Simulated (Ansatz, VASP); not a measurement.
# Li2S in VASP and in Ansatz

```
Li S
1.0
     0.00000    2.83373    2.83373
     2.83373    0.00000    2.83373
     2.83373    2.83373    0.00000
Li S
2 1
Direct
  0.25000 0.25000 0.25000
  0.75000 0.75000 0.75000
  0.00000 0.00000 0.00000
```

Alike in both runs: task single point; functional PBE; k mesh 10 × 10 × 10; occupations gaussian, width 0.05 eV; no spin polarisation.

|  | VASP | Ansatz |
| --- | --- | --- |
| version | VASP 6.6.1 | Ansatz 0.2.0 |
| potentials or method | VASP PAW PBE potentials, release 64 (Li_sv, S), cutoff 750 eV | scalar-relativistic, plane waves, PAW |
| valence electrons in the cell | 12 | 12 |

Ansatz gave:

* gap on the k mesh at the Fermi level (eV): 3.38
* least direct gap on the mesh (eV): 4.35
* pressure (GPa): 0.9

Which values does VASP return?

gap on the k mesh at the Fermi level (eV): 3.38; least direct gap on the mesh (eV): 4.35; pressure (GPa): 0.7.
